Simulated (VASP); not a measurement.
# Re (P6_3/mmc) in VASP: notebook

Runs on Re. Level: PBEsol. Tasks: single point, relaxation of cell and atoms.

Everything below comes from runs of VASP 6.6.1. Logs are shortened: lines on timing, memory, paths and dates and some standing lists are left out, and cuts for length are marked.

## Step 1: The cell of the first run

Symmetry: P6_3/mmc, No. 194, hexagonal system. The conventional cell has a = 2.751 Å, b = 2.751 Å, c = 4.442 Å, α = 90.00°, β = 90.00°, γ = 120.00°. Within 3.6 Å of Re (site symmetry -6m2) lie 12 Re at 2.73 to 2.75 Å.

## Step 2: Single point, PBEsol

INCAR

```
SYSTEM = Re
  PREC = Accurate
  ENCUT = 520
  EDIFF = 1E-7
  ISMEAR = 0
  SIGMA = 0.1
  LREAL = .False.
  LASPH = .True.
  NELM = 100
  ALGO = Normal
  ISIF = 2
  LWAVE = .False.
  LCHARG = .False.
  GGA = PS
  NBANDS = 14
```

KPOINTS

```
regular mesh
0
Gamma
  17 17 9
  0 0 0
```

POSCAR

```
Re
1.0
    2.7509137793      0.0000000000      0.0000000000
   -1.3754568897      2.3823612165      0.0000000000
    0.0000000000      0.0000000000      4.4415827862
Re
2
Direct
    0.3333333333      0.6666666667      0.2500000000
    0.6666666667      0.3333333333      0.7500000000
```

Potentials or basis: VASP PAW PBE potentials, release 64 (Re).

Launch:

```console
cat potpaw_PBE.64/Re/POTCAR > POTCAR
mpirun -np 1 vasp_std > vasp.out
```

OUTCAR:

```text
SYSTEM = Re
   PREC = Accurate
   ENCUT = 520
   EDIFF = 1E-7
   ISMEAR = 0
   LREAL = .False.
   LASPH = .True.
   NELM = 100
   ISIF = 2
   GGA = PS

 ion  position               nearest neighbor table
   1  0.333  0.667  0.250-   2 2.73   2 2.73   2 2.73   2 2.73   2 2.73   2 2.73
   2  0.667  0.333  0.750-   1 2.73   1 2.73   1 2.73   1 2.73   1 2.73   1 2.73

  LATTYP: Found a hexagonal cell.
 ALAT       =     2.7509137793
 C/A-ratio  =     1.6145845136

  Lattice vectors:

 A1 = (   2.7509137793,   0.0000000000,   0.0000000000)
 A2 = (  -1.3754568897,   2.3823612165,   0.0000000000)
 A3 = (   0.0000000000,   0.0000000000,   4.4415827862)

Analysis of symmetry for initial positions (statically):
=====================================================================
 Subroutine PRICEL returns:
 Original cell was already a primitive cell.

 Routine SETGRP: Setting up the symmetry group for a
 hexagonal supercell.

 Subroutine GETGRP returns: Found 24 space group operations
 (whereof 12 operations were pure point group operations)
 out of a pool of 24 trial point group operations.

The static configuration has the point symmetry D_3d.
 The point group associated with its full space group is D_6h.

Analysis of symmetry for dynamics (positions and initial velocities):
=====================================================================
 Subroutine PRICEL returns:
 Original cell was already a primitive cell.

 Routine SETGRP: Setting up the symmetry group for a
 hexagonal supercell.

 Subroutine GETGRP returns: Found 24 space group operations
 (whereof 12 operations were pure point group operations)
 out of a pool of 24 trial point group operations.

The dynamic configuration has the point symmetry D_3d.
 The point group associated with its full space group is D_6h.

 Subroutine INISYM returns: Found 24 space group operations
 (whereof 12 operations are pure point group operations),
 and found     1 'primitive' translations

----------------------------------------------------------------------------------------

                                     Primitive cell

  volume of cell :      29.1087

  direct lattice vectors                    reciprocal lattice vectors
     2.750913779  0.000000000  0.000000000     0.363515573  0.209875814  0.000000000
    -1.375456890  2.382361217  0.000000000     0.000000000  0.419751628  0.000000000
     0.000000000  0.000000000  4.441582786     0.000000000  0.000000000  0.225144965

  length of vectors
     2.750913779  2.750913779  4.441582786     0.419751628  0.419751628  0.225144965

  position of ions in fractional coordinates (direct lattice)
     0.333333333  0.666666667  0.250000000
     0.666666667  0.333333333  0.750000000

  ion indices of the primitive-cell ions
   primitive index   ion index
                 1           1
                 2           2

----------------------------------------------------------------------------------------

 KPOINTS: regular mesh

Automatic generation of k-mesh.
 Grid dimensions read from file:
 generate k-points for:   17   17    9

 Generating k-lattice:

  Cartesian coordinates                     Fractional coordinates (reciprocal lattice)
     0.021383269  0.012345636  0.000000000     0.058823529 -0.000000000  0.000000000
     0.000000000  0.024691272  0.000000000     0.000000000  0.058823529  0.000000000
     0.000000000  0.000000000  0.025016107     0.000000000  0.000000000  0.111111111

  Length of vectors
     0.024691272  0.024691272  0.025016107

  Shift w.r.t. Gamma in fractional coordinates (k-lattice)
     0.000000000  0.000000000  0.000000000

 Subroutine IBZKPT returns following result:
 ===========================================

 Found    165 irreducible k-points:

 Following reciprocal coordinates:
            Coordinates               Weight
  0.000000  0.000000  0.000000      1.000000
  0.058824  0.000000  0.000000      6.000000
  0.117647  0.000000  0.000000      6.000000
  0.176471  0.000000  0.000000      6.000000
  0.235294  0.000000  0.000000      6.000000
  0.294118 -0.000000  0.000000      6.000000
[... 16 lines left out ...]
  0.411765  0.117647  0.000000     12.000000
  0.176471  0.176471  0.000000      6.000000
 [... further k-points ...]
   k-points           NKPTS =    165   k-points in BZ     NKDIM =    165   number of bands    NBANDS=     14
   number of dos      NEDOS =    301   number of ions     NIONS =      2
   total plane-waves  NPLWV =  14400
   dimension x,y,z NGX =    20 NGY =   20 NGZ =   36
   dimension x,y,z NGXF=    40 NGYF=   40 NGZF=   72
   ions per type =               2
   NGX,Y,Z   is equivalent  to a cutoff of  12.09, 12.09, 13.47 a.u.
   NGXF,Y,Z  is equivalent  to a cutoff of  24.17, 24.17, 26.95 a.u.
 SYSTEM =  Re
   PREC   = accura    normal or accurate (medium, high low for compatibility)
   ISTART =      0    job   : 0-new  1-cont  2-samecut
   ICHARG =      2    charge: 1-file 2-atom 10-const
   ISPIN  =      1    spin polarized calculation?
   LNONCOLLINEAR =      F non collinear calculations
   LSORBIT =      F    spin-orbit coupling
   LASPH  =      T    aspherical Exc in radial PAW
   ENCUT  =  520.0 eV  38.22 Ry    6.18 a.u.   5.11  5.11  8.26*2*pi/ulx,y,z
   NELM   =    100;   NELMIN=  2; NELMDL= -5     # of ELM steps
   EDIFF  = 0.1E-06   stopping-criterion for ELM
   LREAL  =      F    real-space projection
   EDIFFG = 0.1E-05   stopping-criterion for IOM
   NSW    =      0    number of steps for IOM
   IBRION =     -1    ionic relax: 0-MD 1-quasi-New 2-CG
   NFREE  =      0    steps in history (QN), initial steepest desc. (CG)
   ISIF   =      2    stress and relaxation
   ISYM   =      2    0-nonsym 1-usesym 2-fastsym
   POTIM  = 0.5000    time-step for ionic-motion
   TEBEG  =    0.0;   TEEND  =   0.0 temperature during run
   PSTRESS=    0.0 pullay stress
   NELECT =      14.0000    total number of electrons
   NUPDOWN=      -1.0000    fix difference up-down
   EMIN   =  10.00;   EMAX   =-10.00  energy-range for DOS
   EFERMI =   0.00;   METHOD = LEGACY
   ISMEAR =     0;   SIGMA  =   0.10  broadening in eV -4-tet -1-fermi 0-gaus
   EFERMI_NEDOS =   21; number of points for ismear=-14 and -15
   IALGO  =     38    algorithm
   IMIX   =      4    mixing-type and parameters
     AMIX     =   0.40;   BMIX     =  1.00
     AMIX_MAG =   1.60;   BMIX_MAG =  1.00
  volume/ion in A,a.u.               =      14.55        98.22
  Fermi-wavevector in a.u.,A,eV,Ry     =   1.282656  2.423868 22.384378  1.645205
  Thomas-Fermi vector in A             =   2.414954
   LORBIT       =      0    0 simple, 1 ext, 2 COOP (PROOUT), +10 PAW based schemes
   GGA     = PS    functional components
   LHFCALC =     F    Hartree Fock is set to
   AEXX    =    0.0000 exact exchange contribution
   IVDW    =     0    specifies the selected vdW correction
   LEPSILON=     F    determine dielectric tensor
   LRPA    =     F    only Hartree local field effects (RPA)
 non-spin polarized calculation
 Gauss-broadening in eV      SIGMA  =   0.10
  energy-cutoff  :      520.00
  volume of cell :       29.11
 maximum number of plane-waves:       793
   NGX = 11   NGY = 11   NGZ = 17

 number of electron      14.0000001 magnetization

 Free energy of the ion-electron system (eV)
  ---------------------------------------------------
  ext. energy  EPLUGINS =         0.00000000
  ---------------------------------------------------
  free energy    TOTEN  =       -26.74316154 eV

  energy without entropy =      -26.73602192  energy(sigma->0) =      -26.73959173

 E-fermi :   7.8443     XC(G=0): -13.8793

 val. band max:        7.8407840781   @ k =   0.3529   0.1765   0.3333
 cond. band min:       7.8512028273   @ k =   0.1176   0.1176   0.2222
 fundamental gap:      0.0104187492
 Fermi energy:         7.8442611974

 k-point     1 :       0.0000    0.0000    0.0000
  band No.  band energies     occupation
      1      -2.1210      2.00000
      2       1.1304      2.00000
      3       6.2368      2.00000
      4       6.2368      2.00000
      5       6.2433      2.00000
      6       7.0918      2.00000
      7       7.0918      2.00000
      8       8.0375      0.00627
      9       8.0375      0.00627
     10       8.4909      0.00000
     11      11.2732      0.00000
     12      11.2732      0.00000
     13      17.9986      0.00000
     14      22.0377      0.00000

 k-point     2 :       0.0588    0.0000    0.0000
  band No.  band energies     occupation
      1      -1.9768      2.00000
      2       1.2665      2.00000
      3       5.8419      2.00000
      4       6.3691      2.00000
      5       6.5894      2.00000
      6       6.9877      2.00000
      7       7.2170      2.00000
      8       7.7373      1.86946
      9       7.9242      0.25855
     10       8.1393      0.00003
     11      11.3510      0.00000
     12      11.9316      0.00000
     13      17.9944      0.00000
     14      22.3612      0.00000

 k-point     3 :       0.1176    0.0000    0.0000
  band No.  band energies     occupation
      1      -1.5584      2.00000
      2       1.6455      2.00000
      3       5.3774      2.00000
      4       6.6585      2.00000
      5       6.7294      2.00000
      6       6.7609      2.00000
      7       7.0304      2.00000
      8       7.5863      1.99974
      9       7.6307      1.99747
     10       7.8762      0.65164
     11      11.5412      0.00000
     12      13.2379      0.00000
     13      17.9433      0.00000
     14      23.2450      0.00000
[... 324 lines left out ...]
 k-point    23 :       0.4118    0.1176    0.0000
  band No.  band energies     occupation
      1       2.2465      2.00000
      2       2.3479      2.00000
      3       2.5686      2.00000
      4       5.6342      2.00000
      5       5.7073      2.00000
      6       6.3808      2.00000
      7       7.3073      2.00000
      8      11.3932      0.00000
      9      11.8108      0.00000
     10      11.9974      0.00000
     11      14.0388      0.00000
     12      15.7491      0.00000
     13      18.4075      0.00000
     14      18.8156      0.00000

 k-point    24 :       0.1765    0.1765    0.0000
  band No.  band energies     occupation
      1       1.0611      2.00000
      2       3.3725      2.00000
      3       3.8606      2.00000
      4       3.9188      2.00000
      5       5.8396      2.00000
      6       6.1200      2.00000
      7       7.3589      2.00000
      8       8.3572      0.00000
      9       9.8078      0.00000
     10      10.7740      0.00000
     11      11.8047      0.00000
     12      17.3451      0.00000
     13      18.2438      0.00000
     14      21.9031      0.00000

 [... further k-points ...]

------------------------ aborting loop because EDIFF is reached ----------------------------------------

  FORCE on cell =-STRESS in cart. coord.  units (eV):
  Direction    XX          YY          ZZ          XY          YZ          ZX
  --------------------------------------------------------------------------------------
  -------------------------------------------------------------------------------------
  Total        0.0114895      0.0114895     -0.0111960     -0.0000000      0.0000000     -0.0000000
  in kB        0.6323985      0.6323985     -0.6162410     -0.0000000      0.0000000     -0.0000000
  external PRESSURE =       0.2161853 kB  Pullay stress =       0.0000000 kB

 VOLUME and BASIS-vectors are now :
 -----------------------------------------------------------------------------
  energy-cutoff  :      520.00
  volume of cell :       29.11
      direct lattice vectors                 reciprocal lattice vectors
     2.750913779  0.000000000  0.000000000     0.363515573  0.209875814  0.000000000
    -1.375456890  2.382361217  0.000000000     0.000000000  0.419751628  0.000000000
     0.000000000  0.000000000  4.441582786     0.000000000  0.000000000  0.225144965

 POSITION                                       TOTAL-FORCE (eV/Angst)
 -----------------------------------------------------------------------------------
     -0.00000      1.58824      1.11040        -0.000000     -0.000000      0.000000
      1.37546      0.79412      3.33119         0.000000      0.000000      0.000000
 -----------------------------------------------------------------------------------
    total drift:                               -0.000000      0.000000     -0.000000

  FREE ENERGIE OF THE ION-ELECTRON SYSTEM (eV)
  ---------------------------------------------------
  free  energy   TOTEN  =       -26.7431615357 eV

  energy  without entropy=      -26.7360219201  energy(sigma->0) =      -26.73959173
```

Wall time 38 s (1 thread of Intel Xeon Platinum 8488C (Sapphire Rapids), shared host); peak memory 0.18 GiB.

What came out:

```yaml
Free_energy: -26.7432 eV
Pressure: 0.0 GPa
Band_gap_on_the_k_mesh: zero (bands 7 and 8 overlap by 3.18 eV)
```

Caveat: the PAW data sets were made with another functional, which shifts forces and pressure a little; spin-orbit coupling is left out, which moves the levels of the heavy elements.

## Step 3: Relaxation of cell and atoms, PBEsol

This run uses another cell than the first one, of 14.71 Å³/atom.

INCAR

```
SYSTEM = Re
  ALGO = Normal
  EDIFF = 1E-6
  EDIFFG = -0.02
  ENCUT = 600
  GGA = PS
  IBRION = 2
  ISIF = 3
  ISMEAR = 0
  LASPH = .True.
  LCHARG = .False.
  LREAL = .False.
  LWAVE = .False.
  NELM = 100
  NSW = 80
  PREC = Accurate
  SIGMA = 0.1
```

KPOINTS

```
k-points
0
Gamma
  17 17 9
  0 0 0
```

POSCAR

```
Re
1.0
    2.7500000000      0.0000000000      0.0000000000
   -1.3750000000      2.3815698604      0.0000000000
    0.0000000000      0.0000000000      4.4907500000
Re
2
Direct
    0.3333333333      0.6666666667      0.2500000000
    0.6666666667      0.3333333333      0.7500000000
```

Potentials or basis: VASP PAW PBE potentials, release 64 (Re).

Launch:

```console
cat potpaw_PBE.64/Re/POTCAR > POTCAR
mpirun -np 1 vasp_std > vasp.out
```

It took 1.8 min on 1 thread of Intel Xeon Platinum 8488C (Sapphire Rapids), shared host; peak memory 0.21 GiB.

It converged, with:

```
Free energy                           : -26.7448 eV
Relaxed volume                        : 14.56 Å³/atom
Relaxed cell                          : a = 2.751 Å, b = 2.751 Å, c = 4.442 Å, α = 90.00°, β = 90.00°, γ = 120.00°
Space group after relaxing (to 0.1 Å) : P6_3/mmc (No. 194)
Energy gained by relaxing             : 3.8 meV/atom
Ionic steps                           : 6
Pressure after relaxing               : 0.0 GPa
Band gap on the k mesh                : zero (bands 7 and 8 overlap by 3.18 eV)
```

The path:
```tsv
step	energy change (eV)	largest force (eV/Å)	pressure (GPa)	volume (Å³)
1	0.0000	0.0000	-3.86	29.41
2	0.0646	0.0000	18.52	27.92
3	-0.0065	0.0000	0.81	29.06
4	-0.0065	0.0000	0.84	29.06
5	-0.0058	0.0000	-1.11	29.20
6	-0.0076	0.0000	0.00	29.12
```

Final structure:
```
Re
1.0
     2.75144    0.00000    0.00000
    -1.37572    2.38282    0.00000
     0.00000    0.00000    4.44153
Re
2
Cartesian
  0.0000 1.5885 1.1104
  1.3757 0.7943 3.3311
```

Levels at points of the mesh, in eV from the Fermi level:
| k point | band 3 | band 4 | band 5 | band 6 | band 7 | band 8 | band 9 | band 10 | band 11 |
| --- | --- | --- | --- | --- | --- | --- | --- | --- | --- |
| (0.00, 0.00, 0.00) | -1.61 | -1.61 | -1.60 | -0.75 | -0.75 | 0.19 | 0.19 | 0.65 | 3.43 |

Caveat: the PAW data sets were made with another functional, which shifts forces and pressure a little; spin-orbit coupling is left out, which moves the levels of the heavy elements.
